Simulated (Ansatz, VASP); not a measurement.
**Mg: VASP beside Ansatz**

INCAR

```
SYSTEM = Mg
  ALGO = Fast
  EDIFF = 1E-7
  ENCUT = 520
  ISIF = 2
  ISMEAR = 0
  LASPH = .TRUE.
  LCHARG = .TRUE.
  LELF = .TRUE.
  LREAL = .FALSE.
  LVHAR = .TRUE.
  LWAVE = .FALSE.
  NBANDS = 7
  NELM = 100
  PREC = Accurate
  SIGMA = 0.15
```

Contents of KPOINTS:

```
k-points
0
G
  18 18 16
  0 0 0
```

POSCAR

```
Mg
1.0
    3.0502998005      0.0000000000      0.0800703698
   -1.5251499003      2.6416371164     -0.0400351849
    0.0799269862      0.0000000000      3.0448375700
Mg
1
Direct
    0.0000000000      0.0000000000      0.0000000000
```

Input for Ansatz:

```yaml
crystal:
  lattice:
    - [3.0502998005, 0.0, 0.0800703698]
    - [-1.5251499003, 2.6416371164, -0.0400351849]
    - [0.0799269862, 0.0, 3.04483757]
  atoms:
    - { symbol: Mg, position: [0.0, 0.0, 0.0] }
basis:
  ecutwfc: 420
kpoints:
  mp_grid: { grid: [18, 18, 16] }
hamiltonian:
  xc: lda
scf:
  occupations: { method: gaussian, width: 0.15 }
output:
  forces: true
  stress: true
  eigenvalues: true
```

Change from the starting cell: strain +0.0525 x Voigt [0, 0, 0, 0, 1, 0], atoms carried along.

Alike in both runs: task single point; functional LDA; k mesh 18 × 18 × 16; occupations gaussian, width 0.15 eV; no spin polarisation.

|  | VASP | Ansatz |
| --- | --- | --- |
| version | VASP 6.6.1 | Ansatz 0.2.0 |
| potentials or method | VASP PAW LDA potentials, release 64 (Mg), cutoff 520 eV | scalar-relativistic, plane waves, PAW |
| valence electrons in the cell | 2 | 10 |

VASP gave:

- gap on the k mesh at the Fermi level (eV): none
- pressure (GPa): -0.8
- traceless stress, the component that is largest in VASP (GPa): 0.63

Problem. What did Ansatz give for the same quantities?

Solution. gap on the k mesh at the Fermi level (eV): none; pressure (GPa): -0.5; traceless stress, the component that is largest in VASP (GPa): 0.63.

LDA's correlation is that of Perdew and Zunger in VASP and of Perdew and Wang (1992) in Ansatz. A gap of «none» marks a metal or a gap that the smearing closes. VASP's potentials hold 2 valence electrons a cell and Ansatz's 10, so a difference there can come from the potentials and not from the codes.
